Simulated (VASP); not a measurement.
# Mo (Im-3m) in VASP: notebook, part 3 of 3

VASP 6.6.1.

### 5 Single point, BLYP

INCAR reads:

```
SYSTEM = Mo
PREC = Accurate ; ENCUT = 520
EDIFF = 1E-6 ; ISMEAR = -1
SIGMA = 0.1 ; LREAL = .FALSE.
LASPH = .TRUE. ; NELM = 80
ALGO = Normal ; ISIF = 2
LWAVE = .FALSE. ; LCHARG = .FALSE.
GGA = B5 ; ALDAX = 1.0
AGGAX = 1.0 ; AGGAC = 1.0
ALDAC = 0.0 ; NBANDS = 13
```

KPOINTS reads:

```
Automatic mesh
0
G
  14 14 14
  0 0 0
```

POSCAR reads:

```
Mo
1.0
   -1.6016412095      1.6016412095      1.6016412095
    1.6016412095     -1.6016412095      1.6016412095
    1.6016412095      1.6016412095     -1.6016412095
Mo
1
Direct
    0.0000000000      0.0000000000      0.0000000000
```

Potentials or basis: VASP PAW PBE potentials, release 64 (Mo_sv).

Started as:

```
$ cat potpaw_PBE.64/Mo_sv/POTCAR > POTCAR
$ mpirun -np 1 vasp_std > vasp.out
```

OUTCAR:

```text
SYSTEM = Mo
   PREC = Accurate
   ENCUT = 520
   EDIFF = 1E-6
   ISMEAR = -1
   LREAL = .FALSE.
   LASPH = .TRUE.
   NELM = 80
   ISIF = 2
   GGA = B5

 ion  position               nearest neighbor table
   1  0.000  0.000  0.000-

  LATTYP: Found a body centered cubic cell.
 ALAT       =     3.2032824190

  Lattice vectors:

 A1 = (  -1.6016412095,   1.6016412095,   1.6016412095)
 A2 = (   1.6016412095,  -1.6016412095,   1.6016412095)
 A3 = (   1.6016412095,   1.6016412095,  -1.6016412095)

Analysis of symmetry for initial positions (statically):
=====================================================================
 Subroutine PRICEL returns:
 Original cell was already a primitive cell.

 Routine SETGRP: Setting up the symmetry group for a
 body centered cubic supercell.

 Subroutine GETGRP returns: Found 48 space group operations
 (whereof 48 operations were pure point group operations)
 out of a pool of 48 trial point group operations.

The static configuration has the point symmetry O_h .

Analysis of symmetry for dynamics (positions and initial velocities):
=====================================================================
[... 161 lines left out ...]
 Fermi energy:        12.3594796341

 k-point     1 :       0.0000    0.0000    0.0000
  band No.  band energies     occupation
      1     -48.7551      2.00000
      2     -22.2558      2.00000
      3     -22.2558      2.00000
      4     -22.2558      2.00000
      5       5.4764      2.00000
      6      11.0068      2.00000
      7      11.0068      2.00000
      8      11.0068      2.00000
      9      13.8798      0.00000
     10      13.8798      0.00000
     11      27.2757      0.00000
     12      27.2757      0.00000
     13      27.2757      0.00000
[... 354 lines left out ...]
  band No.  band energies     occupation
      1     -48.5097      2.00000
      2     -23.1765      2.00000
      3     -22.9928      2.00000
      4     -22.4054      2.00000
      5       8.7145      2.00000
      6       9.8651      2.00000
      7      10.5793      2.00000
      8      14.0537      0.00000
      9      14.4996      0.00000
     10      21.2892      0.00000
     11      21.9973      0.00000
     12      23.4064      0.00000
     13      29.1861      0.00000

 [... further k-points ...]
[... 5 lines left out ...]
  --------------------------------------------------------------------------------------
  -------------------------------------------------------------------------------------
  Total        0.0916767      0.0916767      0.0916767     -0.0000000     -0.0000000      0.0000000
  in kB        8.9374522      8.9374522      8.9374522     -0.0000000     -0.0000000      0.0000000
  external PRESSURE =       8.9374522 kB  Pullay stress =       0.0000000 kB

 VOLUME and BASIS-vectors are now :
 -----------------------------------------------------------------------------
  energy-cutoff  :      520.00
  volume of cell :       16.43
      direct lattice vectors                 reciprocal lattice vectors
    -1.601641210  1.601641210  1.601641210     0.000000000  0.312179780  0.312179780
     1.601641210 -1.601641210  1.601641210     0.312179780  0.000000000  0.312179780
     1.601641210  1.601641210 -1.601641210     0.312179780  0.312179780  0.000000000

 POSITION                                       TOTAL-FORCE (eV/Angst)
 -----------------------------------------------------------------------------------
      0.00000      0.00000      0.00000        -0.000000      0.000000      0.000000
 -----------------------------------------------------------------------------------
    total drift:                               -0.000000      0.000000      0.000000

  FREE ENERGIE OF THE ION-ELECTRON SYSTEM (eV)
  ---------------------------------------------------
  free  energy   TOTEN  =        -9.4980567952 eV

  energy  without entropy=       -9.4664656614  energy(sigma->0) =       -9.48226123
```

stdout:

```text
POSCAR found type information on POSCAR Mo
 POSCAR found :  1 types and       1 ions
 scaLAPACK will be used
 -----------------------------------------------------------------------------
|                                                                             |
|                                                                             |
|     You enforced a specific xc type in the INCAR file but a different       |
|     I HOPE YOU KNOW WHAT YOU ARE DOING!                                     |
|                                                                             |
 -----------------------------------------------------------------------------

 LDA part: xc-table for (Slater(with rela. corr.)+VWN5), standard interpolation
 POSCAR, INCAR and KPOINTS ok, starting setup
 FFT: planning ... GRIDC
 FFT: planning ... GRID_SOFT
 FFT: planning ... GRID
 WAVECAR not read
 entering main loop
```

It took 56 s on 1 thread of AMD EPYC 7R13, shared host; peak memory 0.12 GiB.

Results:

```
Free energy            : -9.4981 eV
Pressure               : 0.9 GPa
Band gap on the k mesh : zero (band 7 reaches 15.96 eV, above the bottom of band 8 at 11.01 eV)
```

Caveat: the PAW data sets were made with another functional, which shifts forces and pressure a little.

### 6 Relaxation of cell and atoms, BLYP

This run uses another cell than the first one, of 15.59 Å³/atom, 0.948 times its volume.

INCAR reads:

```
AGGAC = 1.0
AGGAX = 1.0
ALDAC = 0.0
ALDAX = 1.0
ALGO = Normal
EDIFF = 1E-7
EDIFFG = -0.01
ENCUT = 600
GGA = B5
IBRION = 2
ISIF = 3
ISMEAR = -1
LASPH = True
LCHARG = False
LREAL = False
LWAVE = False
NELM = 80
NSW = 80
PREC = Accurate
SIGMA = 0.1
```

KPOINTS reads:

```
k-points
0
Gamma
  14 14 14
```

POSCAR reads:

```
Mo
1.0
   -1.5736500000      1.5736500000      1.5736500000
    1.5736500000     -1.5736500000      1.5736500000
    1.5736500000      1.5736500000     -1.5736500000
Mo
1
Direct
    0.0000000000      0.0000000000      0.0000000000
```

Potentials or basis: VASP PAW PBE potentials, release 64 (Mo_sv).

Started as:

```
$ cat potpaw_PBE.64/Mo_sv/POTCAR > POTCAR
$ mpirun -np 1 vasp_std > vasp.out
```

OUTCAR:

```text
EDIFF = 1E-7
   EDIFFG = -0.01
   ENCUT = 600
   GGA = B5
   IBRION = 2
   ISIF = 3
   ISMEAR = -1
   LASPH = True
   LREAL = False
   NELM = 80
   NSW = 80
   PREC = Accurate

 ion  position               nearest neighbor table
   1  0.000  0.000  0.000-

  LATTYP: Found a body centered cubic cell.
 ALAT       =     3.1473000000

  Lattice vectors:

 A1 = (  -1.5736500000,   1.5736500000,   1.5736500000)
 A2 = (   1.5736500000,  -1.5736500000,   1.5736500000)
 A3 = (   1.5736500000,   1.5736500000,  -1.5736500000)

Analysis of symmetry for initial positions (statically):
=====================================================================
 Subroutine PRICEL returns:
 Original cell was already a primitive cell.

 Routine SETGRP: Setting up the symmetry group for a
 body centered cubic supercell.
[... 284 lines left out ...]
 cond. band min:      12.3137998310   @ k =  -0.3571   0.3571   0.2857
 fundamental gap:      0.0179881918
 Fermi energy:        12.3001023364

 k-point     1 :       0.0000    0.0000    0.0000
  band No.  band energies     occupation
      1     -48.8132      2.00000
      2     -22.3215      2.00000
      3     -22.3215      2.00000
      4     -22.3215      2.00000
      5       5.4306      2.00000
      6      10.9547      2.00000
      7      10.9547      2.00000
      8      10.9547      2.00000
      9      13.8145      0.00000
     10      13.8145      0.00000
     11      27.2107      0.00000
[... 309 lines left out ...]
 k-point    24 :       0.3571    0.2857    0.0000
  band No.  band energies     occupation
      1     -48.5715      2.00000
      2     -23.2311      2.00000
      3     -23.0496      2.00000
      4     -22.4693      2.00000
      5       8.6726      2.00000
      6       9.8167      2.00000
      7      10.5264      2.00000
      8      13.9863      0.00000
      9      14.4292      0.00000
     10      21.1921      0.00000
     11      21.8978      0.00000

 [... further k-points ...]
[... 5 lines left out ...]
  --------------------------------------------------------------------------------------
  -------------------------------------------------------------------------------------
  Total       -0.0047376     -0.0047376     -0.0047376      0.0000000      0.0000000     -0.0000000
  in kB       -0.4601305     -0.4601305     -0.4601305      0.0000000      0.0000000     -0.0000000
  external PRESSURE =      -0.4601305 kB  Pullay stress =       0.0000000 kB
[... 16 lines left out ...]
  FREE ENERGIE OF THE ION-ELECTRON SYSTEM (eV)
  ---------------------------------------------------
  free  energy   TOTEN  =        -9.4967343144 eV

  energy  without entropy=       -9.4651666524  energy(sigma->0) =       -9.48095048

 reached required accuracy - stopping structural energy minimisation
```

Run time: 2.4 min. Hardware: 1 thread of AMD EPYC 7R13, shared host; peak memory 0.13 GiB.

What came out:

* Free energy: -9.4967 eV
* Relaxed volume: 16.50 Å³/atom
* Relaxed cell: a = 2.778 Å, b = 2.778 Å, c = 2.778 Å, α = 109.47°, β = 109.47°, γ = 109.47°
* Space group after relaxing (to 0.05 Å): Im-3m (No. 229)
* Energy gained by relaxing: 39.7 meV/atom
* Ionic steps: 4
* Pressure after relaxing: 0.0 GPa
* Band gap on the k mesh: zero (band 7 reaches 15.88 eV, above the bottom of band 8 at 10.95 eV)

Step by step:
```tsv
step	energy change (eV)	largest force (eV/Å)	pressure (GPa)	volume (Å³)
1	0.0000	0.0000	14.77	15.59
2	0.1829	0.0000	-24.36	19.06
3	-0.0396	0.0000	-0.72	16.54
4	-0.0397	0.0000	-0.05	16.50
```

Final structure:
```
Mo
1.0
    -1.60364    1.60364    1.60364
     1.60364   -1.60364    1.60364
     1.60364    1.60364   -1.60364
Mo
1
Direct
  0.00000 0.00000 0.00000
```

Levels at points of the mesh, in eV from the Fermi level:
| k point | band 5 | band 6 | band 7 | band 8 | band 9 | band 10 |
| --- | --- | --- | --- | --- | --- | --- |
| (0.00, 0.00, 0.00) | -6.87 | -1.35 | -1.35 | -1.35 | 1.51 | 1.51 |
| (0.50, 0.00, 0.00) | -4.96 | -3.20 | 1.49 | 1.68 | 2.07 | 4.28 |
| (0.50, 0.50, 0.50) | -4.99 | -4.99 | 3.58 | 3.58 | 3.58 | 8.81 |

Caveat: the PAW data sets were made with another functional, which shifts forces and pressure a little.

### 7 Summary

```csv
task,cell,k mesh,cutoff (eV),gap on the mesh (eV),pressure (GPa)
single point,"a = 2.774 Å, angles 109.5°, 1 atom",7 × 7 × 7,520,none,1.0
single point,"a = 2.737 Å, angles 109.5°, 1 atom",23 × 23 × 23,520,none,11.0
single point,"a = 2.811 Å, angles 109.5°, 1 atom",23 × 23 × 23,520,none,-7.9
single point,"a = 2.774 Å, angles 109.5°, 1 atom",14 × 14 × 14,520,none,0.9
relaxation of cell and atoms,"relaxed from a = 2.726 Å, angles 109.5°, 1 atom",14 × 14 × 14,600,none,0.0
```

Alike in all rows: level BLYP; potentials or basis VASP PAW PBE potentials, release 64 (Mo_sv); no spin polarisation; smearing fermi-dirac 0.1 eV.

Caveats: some runs use coarse meshes; the PAW data sets were made with another functional, which shifts forces and pressure a little.

Absolute energies hang on the potentials; compare differences alone.
